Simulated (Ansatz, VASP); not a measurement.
# One calculation of Ni, two programs

The input INCAR:

```
SYSTEM = Ni
PREC = Accurate
ENCUT = 520
EDIFF = 1E-6
ISMEAR = -1
SIGMA = 0.1
LREAL = .False.
LASPH = .True.
NELM = 150
ALGO = Normal
ISIF = 2
LWAVE = .False.
LCHARG = .False.
ISPIN = 2
MAGMOM = 1 1 1
LORBIT = 11
LMAXMIX = 4
LDIPOL = .True.
IDIPOL = 3
DIPOL = 0.5 0.5 0.500
GGA = PE
NBANDS = 26
```

File KPOINTS:

```
Automatic mesh
0
Gamma
  16 16 1
  0 0 0
```

The input POSCAR:

```
Ni
1.0
    2.4893873964      0.0000000000      0.0000000000
    0.0000000000      2.4893873964      0.0000000000
    0.0000000000      0.0000000000     19.5205000000
Ni
3
Direct
    0.0000000000      0.0000000000      0.4098249169
    0.5000000000      0.5000000000      0.5000000000
    0.0000000000      0.0000000000      0.5901750831
```

Input for Ansatz:

```yaml
crystal:
  lattice:
    - [2.4893873964, 0.0, 0.0]
    - [0.0, 2.4893873964, 0.0]
    - [0.0, 0.0, 19.5205]
  atoms:
    - { symbol: Ni, position: [0.0, 0.0, 0.4098249169], spin: 1.0 }
    - { symbol: Ni, position: [0.5, 0.5, 0.5], spin: 1.0 }
    - { symbol: Ni, position: [0.0, 0.0, 0.5901750831], spin: 1.0 }
magnetization:
  spin_polarized: true
kpoints:
  mp_grid: { grid: [16, 16, 1] }
scf:
  occupations: { method: fermi_dirac, width: 0.1 }
hamiltonian:
  xc: pbe
  pseudopotentials: { kind: paw }
output:
  forces: true
  stress: true
  eigenvalues: true
  populations: true
efield:
  axis: 3
  amplitude: 0
  dipole_correction: true
```

Alike in both runs: task single point; functional PBE; k mesh 16 × 16 × 1; occupations fermi-dirac, width 0.1 eV; collinear spin.

|  | VASP | Ansatz |
| --- | --- | --- |
| version | VASP 6.6.1 | Ansatz 0.2.0 |
| potentials or method | VASP PAW PBE potentials, release 64 (Ni) | PAW with Ansatz's default frozen-core files, scalar-relativistic |
| plane-wave cutoff (eV) | 520 | 420 |
| valence electrons in the cell | 30 | 54 |

|  | VASP | Ansatz | Ansatz less VASP |
| --- | --- | --- | --- |
| rms of the force components (eV/Å) | 0.133 | 0.136 | +0.0034 |
| net moment per atom (μB) | 0.70 | 0.71 | +0.012 |
| size of the moment on the site where the two differ most (μB) | 0.65 | 0.69 | +0.041 |

Site moments also hang on the region over which each program counts them. Atom by atom the forces differ by 0.003 eV/Å (rms over components). VASP's potentials hold 30 valence electrons a cell and Ansatz's 54, so a difference there can come from the potentials and not from the codes.
